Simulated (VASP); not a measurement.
# ScInTeSe (P6mm) in VASP: single point with PBE

Aim: the single point of ScInTeSe with PBE.

All numbers are computed with VASP 6.6.1; they aren't measurements. Logs are shortened: lines on timing, memory, paths and dates and some standing lists are left out, and cuts for length are marked.

**1. The cell of the first run**

The structure is hexagonal, space group P6mm (No. 183). Conventional cell: a = 3.305 Å, b = 3.305 Å, c = 12.505 Å, α = 90.00°, β = 90.00°, γ = 120.00°. Sc (site symmetry 6mm) has 1 Se at 2.53 Å and 1 In at 3.00 Å within 3.3 Å. Within 3.9 Å of In (site symmetry 6mm) lie 1 Te at 2.93 Å and 1 Sc at 3.00 Å and 6 In at 3.31 Å. Te (site symmetry 6mm) has 1 In at 2.93 Å and 6 Te at 3.31 Å within 3.9 Å. Within 3.3 Å of Se (site symmetry 6mm) lie 1 Sc at 2.53 Å.

**2. Single point, PBE**

The input, INCAR:

```
PREC = Accurate
ENCUT = 500
EDIFF = 1E-6
ISMEAR = 0
SIGMA = 0.15
LREAL = False
LASPH = True
NELM = 120
ALGO = Normal
ISIF = 2
LWAVE = False
LCHARG = False
GGA = PE
NBANDS = 26
GGA_COMPAT = False
```

The input, KPOINTS:

```
regular mesh
0
Gamma
  4 4 2
```

The input, POSCAR:

```
ScInTeSe
1.0
    3.3050574340     -0.0000000026      0.0000000000
   -1.6525287148      2.8622637001      0.0000000000
    0.0000000000      0.0000000000     12.5052025129
Sc In Te Se
1 1 1 1
Direct
    0.0000000000      0.0000000000      0.9195093073
    0.0000000000      0.0000000000      0.6799579733
    0.0000000000      0.0000000000      0.4454279771
    0.0000000000      0.0000000000      0.1215382424
```

Potentials or basis: VASP PAW PBE potentials, release 64 (Sc_sv, In_d, Te, Se).

Run with:

```sh
> cat potpaw_PBE.64/Sc_sv/POTCAR potpaw_PBE.64/In_d/POTCAR potpaw_PBE.64/Te/POTCAR potpaw_PBE.64/Se/POTCAR > POTCAR
> mpirun -np 1 vasp_std > vasp.out
```

OUTCAR:

```text
PREC = Accurate
   ENCUT = 500
   EDIFF = 1E-6
   ISMEAR = 0
   LREAL = False
   LASPH = True
   NELM = 120
   ISIF = 2
   GGA = PE

 ion  position               nearest neighbor table
   1  0.000  0.000  0.920-   4 2.53   2 3.00
   2  0.000  0.000  0.680-   3 2.93   1 3.00
   3  0.000  0.000  0.445-   2 2.93
   4  0.000  0.000  0.122-   1 2.53

  LATTYP: Found a hexagonal cell.
 ALAT       =     3.3050574340
 C/A-ratio  =     3.7836566422

  Lattice vectors:

 A1 = (   3.3050574340,  -0.0000000026,   0.0000000000)
 A2 = (  -1.6525287148,   2.8622637001,   0.0000000000)
 A3 = (   0.0000000000,   0.0000000000,  12.5052025129)

Analysis of symmetry for initial positions (statically):
=====================================================================
 Subroutine PRICEL returns:
 Original cell was already a primitive cell.

 Routine SETGRP: Setting up the symmetry group for a
 hexagonal supercell.

 Subroutine GETGRP returns: Found 12 space group operations
 (whereof 12 operations were pure point group operations)
 out of a pool of 24 trial point group operations.

The static configuration has the point symmetry C_6v.

Analysis of symmetry for dynamics (positions and initial velocities):
=====================================================================
 Subroutine PRICEL returns:
 Original cell was already a primitive cell.

 Routine SETGRP: Setting up the symmetry group for a
 hexagonal supercell.

 Subroutine GETGRP returns: Found 12 space group operations
 (whereof 12 operations were pure point group operations)
 out of a pool of 24 trial point group operations.

The dynamic configuration has the point symmetry C_6v.

 Subroutine INISYM returns: Found 12 space group operations
 (whereof 12 operations are pure point group operations),
 and found     1 'primitive' translations

----------------------------------------------------------------------------------------

                                     Primitive cell

  volume of cell :     118.2985

  direct lattice vectors                    reciprocal lattice vectors
     3.305057434 -0.000000003  0.000000000     0.302566603  0.174686909  0.000000000
    -1.652528715  2.862263700  0.000000000     0.000000000  0.349373819  0.000000000
     0.000000000  0.000000000 12.505202513     0.000000000  0.000000000  0.079966718

  length of vectors
     3.305057434  3.305057434 12.505202513     0.349373819  0.349373819  0.079966718

  position of ions in fractional coordinates (direct lattice)
     0.000000000  0.000000000  0.919509307
     0.000000000  0.000000000  0.679957973
     0.000000000  0.000000000  0.445427977
     0.000000000  0.000000000  0.121538242

  ion indices of the primitive-cell ions
   primitive index   ion index
                 1           1
                 2           2
                 3           3
                 4           4

----------------------------------------------------------------------------------------

 KPOINTS: regular mesh

Automatic generation of k-mesh.
 Grid dimensions read from file:
 generate k-points for:    4    4    2

 Generating k-lattice:

  Cartesian coordinates                     Fractional coordinates (reciprocal lattice)
     0.075641651  0.043671727  0.000000000     0.250000000  0.000000000  0.000000000
     0.000000000  0.087343455  0.000000000     0.000000000  0.250000000  0.000000000
     0.000000000  0.000000000  0.039983359     0.000000000  0.000000000  0.500000000

  Length of vectors
     0.087343455  0.087343455  0.039983359

  Shift w.r.t. Gamma in fractional coordinates (k-lattice)
     0.000000000  0.000000000  0.000000000

 Subroutine IBZKPT returns following result:
 ===========================================

 Found      8 irreducible k-points:

 Following reciprocal coordinates:
            Coordinates               Weight
  0.000000  0.000000  0.000000      1.000000
  0.250000  0.000000  0.000000      6.000000
  0.500000  0.000000  0.000000      3.000000
  0.250000  0.250000  0.000000      6.000000
  0.000000  0.000000  0.500000      1.000000
  0.250000  0.000000  0.500000      6.000000
  0.500000  0.000000  0.500000      3.000000
  0.250000  0.250000  0.500000      6.000000
   k-points           NKPTS =      8   k-points in BZ     NKDIM =      8   number of bands    NBANDS=     26
   number of dos      NEDOS =    301   number of ions     NIONS =      4
   total plane-waves  NPLWV =  55296
   dimension x,y,z NGX =    24 NGY =   24 NGZ =   96
   dimension x,y,z NGXF=    48 NGYF=   48 NGZF=  192
   ions per type =               1   1   1   1
   NGX,Y,Z   is equivalent  to a cutoff of  12.07, 12.07, 12.76 a.u.
   NGXF,Y,Z  is equivalent  to a cutoff of  24.14, 24.14, 25.52 a.u.
 SYSTEM =  unknown system
   PREC   = accura    normal or accurate (medium, high low for compatibility)
   ISTART =      0    job   : 0-new  1-cont  2-samecut
   ICHARG =      2    charge: 1-file 2-atom 10-const
   ISPIN  =      1    spin polarized calculation?
   LNONCOLLINEAR =      F non collinear calculations
   LSORBIT =      F    spin-orbit coupling
   LASPH  =      T    aspherical Exc in radial PAW
   ENCUT  =  500.0 eV  36.75 Ry    6.06 a.u.   6.03  6.03 22.80*2*pi/ulx,y,z
   NELM   =    120;   NELMIN=  2; NELMDL= -5     # of ELM steps
   EDIFF  = 0.1E-05   stopping-criterion for ELM
   LREAL  =      F    real-space projection
   EDIFFG = 0.1E-04   stopping-criterion for IOM
   NSW    =      0    number of steps for IOM
   IBRION =     -1    ionic relax: 0-MD 1-quasi-New 2-CG
   NFREE  =      0    steps in history (QN), initial steepest desc. (CG)
   ISIF   =      2    stress and relaxation
   ISYM   =      2    0-nonsym 1-usesym 2-fastsym
   POTIM  = 0.5000    time-step for ionic-motion
   TEBEG  =    0.0;   TEEND  =   0.0 temperature during run
   PSTRESS=    0.0 pullay stress
   NELECT =      36.0000    total number of electrons
   NUPDOWN=      -1.0000    fix difference up-down
   EMIN   =  10.00;   EMAX   =-10.00  energy-range for DOS
   EFERMI =   0.00;   METHOD = LEGACY
   ISMEAR =     0;   SIGMA  =   0.15  broadening in eV -4-tet -1-fermi 0-gaus
   EFERMI_NEDOS =   21; number of points for ismear=-14 and -15
   IALGO  =     38    algorithm
   IMIX   =      4    mixing-type and parameters
     AMIX     =   0.40;   BMIX     =  1.00
     AMIX_MAG =   1.60;   BMIX_MAG =  1.00
  volume/ion in A,a.u.               =      29.57       199.58
  Fermi-wavevector in a.u.,A,eV,Ry     =   1.101157  2.080885 16.497697  1.212547
  Thomas-Fermi vector in A             =   2.237580
   LORBIT       =      0    0 simple, 1 ext, 2 COOP (PROOUT), +10 PAW based schemes
   GGA     = PE    functional components
   LHFCALC =     F    Hartree Fock is set to
   AEXX    =    0.0000 exact exchange contribution
   IVDW    =     0    specifies the selected vdW correction
   LEPSILON=     F    determine dielectric tensor
   LRPA    =     F    only Hartree local field effects (RPA)
 non-spin polarized calculation
 Gauss-broadening in eV      SIGMA  =   0.15
  energy-cutoff  :      500.00
  volume of cell :      118.30
 maximum number of plane-waves:      3032
   NGX = 13   NGY = 13   NGZ = 45

 number of electron      36.0000013 magnetization

 Free energy of the ion-electron system (eV)
  ---------------------------------------------------
  ext. energy  EPLUGINS =         0.00000000
  ---------------------------------------------------
  free energy    TOTEN  =       -15.47787798 eV

  energy without entropy =      -15.41417552  energy(sigma->0) =      -15.44602675

 E-fermi :   4.6729     XC(G=0):  -9.1934

 val. band max:        4.6491721097   @ k =   0.2500   0.2500   0.5000
 cond. band min:       4.7193261963   @ k =   0.2500   0.2500   0.0000
 fundamental gap:      0.0701540866
 Fermi energy:         4.6728640797

 k-point     1 :       0.0000    0.0000    0.0000
  band No.  band energies     occupation
      1     -45.1689      2.00000
      2     -23.7890      2.00000
      3     -23.6912      2.00000
      4     -23.6912      2.00000
      5     -10.4072      2.00000
      6     -10.3218      2.00000
[... 18 lines left out ...]
     25       8.4421      0.00000
     26      11.3749      0.00000

 k-point     2 :       0.2500    0.0000    0.0000
  band No.  band energies     occupation
      1     -45.1520      2.00000
      2     -23.8245      2.00000
      3     -23.7693      2.00000
      4     -23.7224      2.00000
      5     -10.4029      2.00000
      6     -10.2594      2.00000
[... 18 lines left out ...]
     25       8.3115      0.00000
     26       9.1243      0.00000

 k-point     3 :       0.5000    0.0000    0.0000
  band No.  band energies     occupation
      1     -45.1351      2.00000
      2     -23.9549      2.00000
      3     -23.7535      2.00000
      4     -23.7495      2.00000
      5     -10.4664      2.00000
      6     -10.2715      2.00000
[... 18 lines left out ...]
     25       8.0296      0.00000
     26       9.0778      0.00000

 k-point     4 :       0.2500    0.2500    0.0000
  band No.  band energies     occupation
      1     -45.1351      2.00000
      2     -23.9052      2.00000
      3     -23.8046      2.00000
      4     -23.7495      2.00000
      5     -10.3094      2.00000
      6     -10.2370      2.00000
[... 18 lines left out ...]
     25       7.8080      0.00000
     26       8.4577      0.00000

 k-point     5 :       0.0000    0.0000    0.5000
  band No.  band energies     occupation
      1     -45.1689      2.00000
      2     -23.7890      2.00000
      3     -23.6912      2.00000
      4     -23.6912      2.00000
      5     -10.4071      2.00000
      6     -10.3218      2.00000
[... 18 lines left out ...]
     25       9.6177      0.00000
     26       9.7581      0.00000

 k-point     6 :       0.2500    0.0000    0.5000
  band No.  band energies     occupation
      1     -45.1520      2.00000
      2     -23.8245      2.00000
      3     -23.7693      2.00000
      4     -23.7224      2.00000
      5     -10.4028      2.00000
      6     -10.2594      2.00000
[... 18 lines left out ...]
     25       8.3122      0.00000
     26      10.0977      0.00000

 k-point     7 :       0.5000    0.0000    0.5000
  band No.  band energies     occupation
      1     -45.1351      2.00000
      2     -23.9549      2.00000
      3     -23.7535      2.00000
      4     -23.7495      2.00000
      5     -10.4664      2.00000
      6     -10.2715      2.00000
[... 18 lines left out ...]
     25       8.0296      0.00000
     26       9.1854      0.00000

 k-point     8 :       0.2500    0.2500    0.5000
  band No.  band energies     occupation
      1     -45.1351      2.00000
      2     -23.9052      2.00000
      3     -23.8046      2.00000
      4     -23.7495      2.00000
      5     -10.3094      2.00000
      6     -10.2370      2.00000
[... 18 lines left out ...]
     25       7.4408      0.00000
     26       8.4775      0.00000

------------------------ aborting loop because EDIFF is reached ----------------------------------------

  FORCE on cell =-STRESS in cart. coord.  units (eV):
  Direction    XX          YY          ZZ          XY          YZ          ZX
  --------------------------------------------------------------------------------------
  -------------------------------------------------------------------------------------
  Total       -0.1689480     -0.1689480      0.2401699      0.0000000     -0.0000000      0.0000000
  in kB       -2.2881489     -2.2881489      3.2527430      0.0000000     -0.0000000      0.0000000
  external PRESSURE =      -0.4411849 kB  Pullay stress =       0.0000000 kB

 VOLUME and BASIS-vectors are now :
 -----------------------------------------------------------------------------
  energy-cutoff  :      500.00
  volume of cell :      118.30
      direct lattice vectors                 reciprocal lattice vectors
     3.305057434 -0.000000003  0.000000000     0.302566603  0.174686909  0.000000000
    -1.652528715  2.862263700  0.000000000     0.000000000  0.349373819  0.000000000
     0.000000000  0.000000000 12.505202513     0.000000000  0.000000000  0.079966718

 POSITION                                       TOTAL-FORCE (eV/Angst)
 -----------------------------------------------------------------------------------
      0.00000      0.00000     11.49865        -0.000000      0.000000     -0.018584
      0.00000      0.00000      8.50301        -0.000000     -0.000000      0.016282
      0.00000      0.00000      5.57017         0.000000      0.000000     -0.016359
      0.00000      0.00000      1.51986        -0.000000     -0.000000      0.018661
 -----------------------------------------------------------------------------------
    total drift:                               -0.000000     -0.000000     -0.000293

  FREE ENERGIE OF THE ION-ELECTRON SYSTEM (eV)
  ---------------------------------------------------
  free  energy   TOTEN  =       -15.4778779829 eV

  energy  without entropy=      -15.4141755186  energy(sigma->0) =      -15.44602675
```

Run time: 68 s. Hardware: 1 thread of Intel Xeon 8259CL, shared host; peak memory 0.24 GiB.

Results:

| Property | Result |
| --- | --- |
| Free energy | -15.4779 eV |
| Pressure | 0.0 GPa |
| Largest force | 0.019 eV/Å |
| Band gap on the k mesh | zero (band 18 reaches 5.85 eV, above the bottom of band 19 at 4.55 eV) |

Forces in eV/Å, atoms in the order of the input:
```
Sc   0.000  0.000 -0.019
In   0.000  0.000  0.016
Te   0.000  0.000 -0.016
Se   0.000  0.000  0.019
```

Stress tensor (GPa, compression positive):
```
-0.23  0.00  0.00
 0.00 -0.23  0.00
 0.00  0.00  0.33
```

Caveat: the k points lie up to 0.55 Å⁻¹ apart; spin-orbit coupling is left out, which moves the levels of the heavy elements; this functional lacks dispersion, which binds the layers, so the pressure and a relaxed spacing across them are unreliable.
